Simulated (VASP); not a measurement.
# SiGe (P6_3mc) in VASP: further runs

SiGe is run at these levels: r2SCAN; tasks: single point.

Everything below comes from runs of VASP 6.6.1. Logs are shortened: lines on timing, memory, paths and dates and some standing lists are left out, and cuts for length are marked.

## Step 1: The cell of the first run

The structure is hexagonal, space group P6_3mc (No. 186). Conventional cell: a = 3.982 Å, b = 3.982 Å, c = 6.376 Å, α = 90.00°, β = 90.00°, γ = 120.00°. Si (site symmetry 3m) has 4 Ge at 2.39 to 2.43 Å within 3.2 Å. Within 3.2 Å of Ge (site symmetry 3m) lie 4 Si at 2.39 to 2.43 Å.

## Step 2: Single point, r2SCAN (biaxial strain in the a-b plane: +2.0 %)

Input file POSCAR:

```
SiGe
1.0
    3.9824651968      0.0000000000      0.0000000000
   -1.9912325984      3.4489160301      0.0000000000
    0.0000000000      0.0000000000      6.3762355096
Si Ge
2 2
Direct
    0.6666666667      0.3333333333      0.8752128676
    0.3333333333      0.6666666667      0.3752128676
    0.6666666667      0.3333333333      0.4997861324
    0.3333333333      0.6666666667     -0.0002138676
```

Input file INCAR.step1:

```
PREC = Accurate
ENCUT = 520
ISMEAR = 0
SIGMA = 0.02
LREAL = False
LASPH = True
NELM = 60
NBANDS = 26
GGA = PE
ALGO = Normal
EDIFF = 1E-4
LWAVE = True
LCHARG = False
```

Input file INCAR.step2:

```
PREC = Accurate
ENCUT = 520
EDIFF = 1E-6
ISMEAR = 0
SIGMA = 0.02
LREAL = False
LASPH = True
NELM = 60
ALGO = Normal
ISIF = 2
LWAVE = False
LCHARG = False
METAGGA = R2SCAN
LMIXTAU = True
NBANDS = 26
ISTART = 1
```

Input file KPOINTS:

```
Automatic mesh
0
Gamma
  12 12 4
```

Potentials or basis: VASP PAW PBE potentials, release 64 (Si, Ge_d).

Started as:

```console
> cat potpaw_PBE.64/Si/POTCAR potpaw_PBE.64/Ge_d/POTCAR > POTCAR
> cp INCAR.step1 INCAR
> mpirun -np 1 vasp_std > vasp.out
> cp INCAR.step2 INCAR
> mpirun -np 1 vasp_std > vasp.out
```

OUTCAR:

```text
PREC = Accurate
   ENCUT = 520
   EDIFF = 1E-6
   ISMEAR = 0
   LREAL = False
   LASPH = True
   NELM = 60
   ISIF = 2
   METAGGA = R2SCAN
   ISTART = 1

 ion  position               nearest neighbor table
   1  0.667  0.333  0.875-   3 2.39   4 2.43   4 2.43   4 2.43
   2  0.333  0.667  0.375-   4 2.39   3 2.43   3 2.43   3 2.43
   3  0.667  0.333  0.500-   1 2.39   2 2.43   2 2.43   2 2.43
   4  0.333  0.667  1.000-   2 2.39   1 2.43   1 2.43   1 2.43

  LATTYP: Found a hexagonal cell.
 ALAT       =     3.9824651968
 C/A-ratio  =     1.6010775222

  Lattice vectors:

 A1 = (   3.9824651968,   0.0000000000,   0.0000000000)
 A2 = (  -1.9912325984,   3.4489160301,   0.0000000000)
 A3 = (   0.0000000000,   0.0000000000,   6.3762355096)

Analysis of symmetry for initial positions (statically):
=====================================================================
 Subroutine PRICEL returns:
 Original cell was already a primitive cell.

 Routine SETGRP: Setting up the symmetry group for a
 hexagonal supercell.

 Subroutine GETGRP returns: Found 12 space group operations
 (whereof  6 operations were pure point group operations)
 out of a pool of 24 trial point group operations.

The static configuration has the point symmetry C_3v.
 The point group associated with its full space group is C_6v.

Analysis of symmetry for dynamics (positions and initial velocities):
=====================================================================
 Subroutine PRICEL returns:
 Original cell was already a primitive cell.

 Routine SETGRP: Setting up the symmetry group for a
 hexagonal supercell.

 Subroutine GETGRP returns: Found 12 space group operations
 (whereof  6 operations were pure point group operations)
 out of a pool of 24 trial point group operations.

The dynamic configuration has the point symmetry C_3v.
 The point group associated with its full space group is C_6v.

 Subroutine INISYM returns: Found 12 space group operations
 (whereof  6 operations are pure point group operations),
 and found     1 'primitive' translations

----------------------------------------------------------------------------------------

                                     Primitive cell

  volume of cell :      87.5788

  direct lattice vectors                    reciprocal lattice vectors
     3.982465197  0.000000000  0.000000000     0.251100751  0.144973086  0.000000000
    -1.991232598  3.448916030  0.000000000     0.000000000  0.289946172  0.000000000
     0.000000000  0.000000000  6.376235510     0.000000000  0.000000000  0.156832350

  length of vectors
     3.982465197  3.982465197  6.376235510     0.289946172  0.289946172  0.156832350

  position of ions in fractional coordinates (direct lattice)
     0.666666667  0.333333333  0.875212868
     0.333333333  0.666666667  0.375212868
     0.666666667  0.333333333  0.499786132
     0.333333333  0.666666667  0.999786132

  ion indices of the primitive-cell ions
   primitive index   ion index
                 1           1
                 2           2
                 3           3
                 4           4

----------------------------------------------------------------------------------------

 KPOINTS: Automatic mesh

Automatic generation of k-mesh.
 Grid dimensions read from file:
 generate k-points for:   12   12    4

 Generating k-lattice:

  Cartesian coordinates                     Fractional coordinates (reciprocal lattice)
     0.020925063  0.012081090  0.000000000     0.083333333  0.000000000  0.000000000
     0.000000000  0.024162181  0.000000000     0.000000000  0.083333333  0.000000000
     0.000000000  0.000000000  0.039208088     0.000000000  0.000000000  0.250000000

  Length of vectors
     0.024162181  0.024162181  0.039208088

  Shift w.r.t. Gamma in fractional coordinates (k-lattice)
     0.000000000  0.000000000  0.000000000

 Subroutine IBZKPT returns following result:
 ===========================================

 Found     57 irreducible k-points:

 Following reciprocal coordinates:
            Coordinates               Weight
  0.000000  0.000000  0.000000      1.000000
  0.083333  0.000000  0.000000      6.000000
  0.166667  0.000000  0.000000      6.000000
  0.250000 -0.000000  0.000000      6.000000
  0.333333 -0.000000  0.000000      6.000000
  0.416667  0.000000  0.000000      6.000000
[... 16 lines left out ...]
  0.250000 -0.000000  0.250000     12.000000
  0.333333 -0.000000  0.250000     12.000000
 [... further k-points ...]
   k-points           NKPTS =     57   k-points in BZ     NKDIM =     57   number of bands    NBANDS=     26
   number of dos      NEDOS =    301   number of ions     NIONS =      4
   total plane-waves  NPLWV =  43200
   dimension x,y,z NGX =    30 NGY =   30 NGZ =   48
   dimension x,y,z NGXF=    60 NGYF=   60 NGZF=   96
   ions per type =               2   2
   NGX,Y,Z   is equivalent  to a cutoff of  12.52, 12.52, 12.51 a.u.
   NGXF,Y,Z  is equivalent  to a cutoff of  25.05, 25.05, 25.03 a.u.
 SYSTEM =  unknown system
   PREC   = accura    normal or accurate (medium, high low for compatibility)
   ISTART =      1    job   : 0-new  1-cont  2-samecut
   ICHARG =      0    charge: 1-file 2-atom 10-const
   ISPIN  =      1    spin polarized calculation?
   LNONCOLLINEAR =      F non collinear calculations
   LSORBIT =      F    spin-orbit coupling
   LASPH  =      T    aspherical Exc in radial PAW
   ENCUT  =  520.0 eV  38.22 Ry    6.18 a.u.   7.40  7.40 11.86*2*pi/ulx,y,z
   NELM   =     60;   NELMIN=  2; NELMDL=  0     # of ELM steps
   EDIFF  = 0.1E-05   stopping-criterion for ELM
   LREAL  =      F    real-space projection
[... 7 lines left out ...]
   TEBEG  =    0.0;   TEEND  =   0.0 temperature during run
   PSTRESS=    0.0 pullay stress
   NELECT =      36.0000    total number of electrons
   NUPDOWN=      -1.0000    fix difference up-down
   EMIN   =  10.00;   EMAX   =-10.00  energy-range for DOS
   EFERMI =   0.00;   METHOD = LEGACY
   ISMEAR =     0;   SIGMA  =   0.02  broadening in eV -4-tet -1-fermi 0-gaus
   EFERMI_NEDOS =   21; number of points for ismear=-14 and -15
   IALGO  =     38    algorithm
   IMIX   =      4    mixing-type and parameters
     AMIX     =   0.40;   BMIX     =  1.00
     AMIX_MAG =   1.60;   BMIX_MAG =  1.00
  volume/ion in A,a.u.               =      21.89       147.75
  Fermi-wavevector in a.u.,A,eV,Ry     =   1.217239  2.300249 20.159369  1.481672
  Thomas-Fermi vector in A             =   2.352566
   LORBIT       =      0    0 simple, 1 ext, 2 COOP (PROOUT), +10 PAW based schemes
   METAGGA = R2SCAN    functional components
   LHFCALC =     F    Hartree Fock is set to
   AEXX    =    0.0000 exact exchange contribution
   IVDW    =     0    specifies the selected vdW correction
   LEPSILON=     F    determine dielectric tensor
   LRPA    =     F    only Hartree local field effects (RPA)
 non-spin polarized calculation
 Gauss-broadening in eV      SIGMA  =   0.02
  energy-cutoff  :      520.00
  volume of cell :       87.58
 maximum number of plane-waves:      2388
 NGX is ok and might be reduce to    30
   NGX = 15   NGY = 15   NGZ = 23

 number of electron      36.0000005 magnetization

 Free energy of the ion-electron system (eV)
  ---------------------------------------------------
  ext. energy  EPLUGINS =         0.00000000
  ---------------------------------------------------
  free energy    TOTEN  =       -45.12547200 eV

  energy without entropy =      -45.12547200  energy(sigma->0) =      -45.12547200

 E-fermi :   5.3360     XC(G=0): -10.2443

 val. band max:        5.1805545097   @ k =   0.0000   0.0000   0.0000
 cond. band min:       5.5297199178   @ k =   0.0000   0.0000   0.0000
 fundamental gap:      0.3491654082
 Fermi energy:         5.3359673472

 k-point     1 :       0.0000    0.0000    0.0000
  band No.  band energies     occupation
      1     -20.0070      2.00000
      2     -20.0063      2.00000
      3     -20.0019      2.00000
      4     -20.0018      2.00000
      5     -19.9990      2.00000
      6     -19.9990      2.00000
[... 18 lines left out ...]
     25       9.7433      0.00000
     26      12.0066      0.00000

 k-point     2 :       0.0833    0.0000    0.0000
  band No.  band energies     occupation
      1     -20.0070      2.00000
      2     -20.0060      2.00000
      3     -20.0019      2.00000
      4     -20.0015      2.00000
      5     -19.9988      2.00000
      6     -19.9985      2.00000
[... 18 lines left out ...]
     25      10.0551      0.00000
     26      11.4888      0.00000

 k-point     3 :       0.1667    0.0000    0.0000
  band No.  band energies     occupation
      1     -20.0072      2.00000
      2     -20.0053      2.00000
      3     -20.0021      2.00000
      4     -20.0005      2.00000
      5     -19.9982      2.00000
      6     -19.9974      2.00000
[... 18 lines left out ...]
     25      10.7609      0.00000
     26      10.8774      0.00000

 k-point     4 :       0.2500   -0.0000    0.0000
  band No.  band energies     occupation
      1     -20.0079      2.00000
      2     -20.0043      2.00000
      3     -20.0021      2.00000
      4     -19.9992      2.00000
      5     -19.9972      2.00000
      6     -19.9958      2.00000
[... 18 lines left out ...]
     25      11.9979      0.00000
     26      12.0006      0.00000

 k-point     5 :       0.3333   -0.0000    0.0000
  band No.  band energies     occupation
      1     -20.0088      2.00000
      2     -20.0038      2.00000
      3     -20.0019      2.00000
      4     -19.9981      2.00000
      5     -19.9959      2.00000
      6     -19.9943      2.00000
[... 18 lines left out ...]
     25      12.5001      0.00000
     26      13.0074      0.00000

 k-point     6 :       0.4167    0.0000    0.0000
  band No.  band energies     occupation
      1     -20.0094      2.00000
      2     -20.0038      2.00000
      3     -20.0014      2.00000
      4     -19.9974      2.00000
      5     -19.9949      2.00000
      6     -19.9933      2.00000
[... 427 lines left out ...]
 k-point    21 :       0.0833    0.0000    0.2500
  band No.  band energies     occupation
      1     -20.0069      2.00000
      2     -20.0062      2.00000
      3     -20.0015      2.00000
      4     -20.0011      2.00000
      5     -19.9993      2.00000
      6     -19.9990      2.00000
[... 18 lines left out ...]
     25       9.5901      0.00000
     26      12.2144      0.00000

 k-point    22 :       0.1667    0.0000    0.2500
  band No.  band energies     occupation
      1     -20.0070      2.00000
      2     -20.0058      2.00000
      3     -20.0014      2.00000
      4     -20.0000      2.00000
      5     -19.9987      2.00000
      6     -19.9978      2.00000
[... 18 lines left out ...]
     25      10.3878      0.00000
     26      11.8171      0.00000

 k-point    23 :       0.2500   -0.0000    0.2500
  band No.  band energies     occupation
      1     -20.0076      2.00000
      2     -20.0055      2.00000
      3     -20.0009      2.00000
      4     -19.9987      2.00000
      5     -19.9978      2.00000
      6     -19.9963      2.00000
[... 18 lines left out ...]
     25      11.4620      0.00000
     26      11.6622      0.00000

 k-point    24 :       0.3333   -0.0000    0.2500
  band No.  band energies     occupation
      1     -20.0084      2.00000
      2     -20.0055      2.00000
      3     -20.0002      2.00000
      4     -19.9975      2.00000
      5     -19.9966      2.00000
      6     -19.9948      2.00000
[... 18 lines left out ...]
     25      12.5843      0.00000
     26      12.5844      0.00000

 [... further k-points ...]

------------------------ aborting loop because EDIFF is reached ----------------------------------------

  FORCE on cell =-STRESS in cart. coord.  units (eV):
  Direction    XX          YY          ZZ          XY          YZ          ZX
  --------------------------------------------------------------------------------------
  -------------------------------------------------------------------------------------
  Total       -2.2727175     -2.2727175      1.0855942      0.0000000     -0.0000000      0.0000000
  in kB      -41.5773764    -41.5773764     19.8599950      0.0000000     -0.0000000      0.0000000
  external PRESSURE =     -21.0982526 kB  Pullay stress =       0.0000000 kB

 VOLUME and BASIS-vectors are now :
 -----------------------------------------------------------------------------
  energy-cutoff  :      520.00
  volume of cell :       87.58
      direct lattice vectors                 reciprocal lattice vectors
     3.982465197  0.000000000  0.000000000     0.251100751  0.144973086  0.000000000
    -1.991232598  3.448916030  0.000000000     0.000000000  0.289946172  0.000000000
     0.000000000  0.000000000  6.376235510     0.000000000  0.000000000  0.156832350

 POSITION                                       TOTAL-FORCE (eV/Angst)
 -----------------------------------------------------------------------------------
      1.99123      1.14964      5.58056         0.000000      0.000000      0.186469
     -0.00000      2.29928      2.39245        -0.000000      0.000000      0.186469
      1.99123      1.14964      3.18675         0.000000     -0.000000     -0.186469
     -0.00000      2.29928      6.37487        -0.000000      0.000000     -0.186469
 -----------------------------------------------------------------------------------
    total drift:                               -0.000000     -0.000000      0.011816

  FREE ENERGIE OF THE ION-ELECTRON SYSTEM (eV)
  ---------------------------------------------------
  free  energy   TOTEN  =       -45.1254719962 eV

  energy  without entropy=      -45.1254719962  energy(sigma->0) =      -45.12547200
```

It took 7 min on 1 thread of AMD EPYC 7R43 (Zen 3), shared host; peak memory 0.23 GiB.

What came out:

| Quantity | Value |
| --- | --- |
| Free energy | -45.1255 eV |
| Pressure | -2.1 GPa |
| Largest force | 0.186 eV/Å |
| Band gap on the k mesh | 0.35 eV |

Forces in eV/Å, atoms in the order of the input:
```
Si   0.000  0.000  0.186
Si   0.000  0.000  0.186
Ge   0.000  0.000 -0.186
Ge   0.000  0.000 -0.186
```

Stress tensor (GPa, compression positive):
```
-4.16  0.00  0.00
 0.00 -4.16  0.00
 0.00  0.00  1.99
```

Caveat: the cell differs from its parent crystal (biaxial strain in the a-b plane: +2.0 %); the stress differs along the axes, from -4 to 2 GPa; semilocal functionals underestimate gaps, and a narrow one can read as zero; the PAW data sets were made with another functional, which shifts forces and pressure a little.

(Part 1 of 3 ends here.)
